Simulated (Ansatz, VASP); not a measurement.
# TiH6: VASP beside Ansatz

```
Ti H
1.0
     3.27291    0.00000    0.00000
     0.00000    3.27291    0.00000
     0.00000    0.00000    3.27291
Ti H
1 6
Direct
  0.50000 0.50000 0.50000
  0.64319 0.00000 0.00000
  0.35681 0.00000 0.00000
  0.00000 0.64319 0.00000
  0.00000 0.35681 0.00000
  0.00000 0.00000 0.64319
  0.00000 0.00000 0.35681
```

Alike in both runs: task single point; functional PBE; k mesh 6 × 6 × 6; occupations gaussian, width 0.1 eV; collinear spin.

|  | VASP | Ansatz |
| --- | --- | --- |
| version | VASP 6.6.1 | Ansatz 0.2.0 |
| potentials or method | VASP PAW PBE potentials, release 64 (Ti_sv, H), cutoff 500 eV | scalar-relativistic, plane waves, PAW |
| valence electrons in the cell | 18 | 18 |

VASP gave:

| Item | Value |
| --- | --- |
| gap on the k mesh at the Fermi level (eV) | none |
| pressure (GPa) | 0.1 |
| net moment per atom (μB) | 0.09 |
| size of the moment on the site where the two differ most (μB) | 0.46 |

Q: Estimate Ansatz's values.

A: gap on the k mesh at the Fermi level (eV): none; pressure (GPa): 0.2; net moment per atom (μB): 0.10; size of the moment on the site where the two differ most (μB): 0.42.

Site moments also hang on the region over which each program counts them. A gap of «none» marks a metal or a gap that the smearing closes.
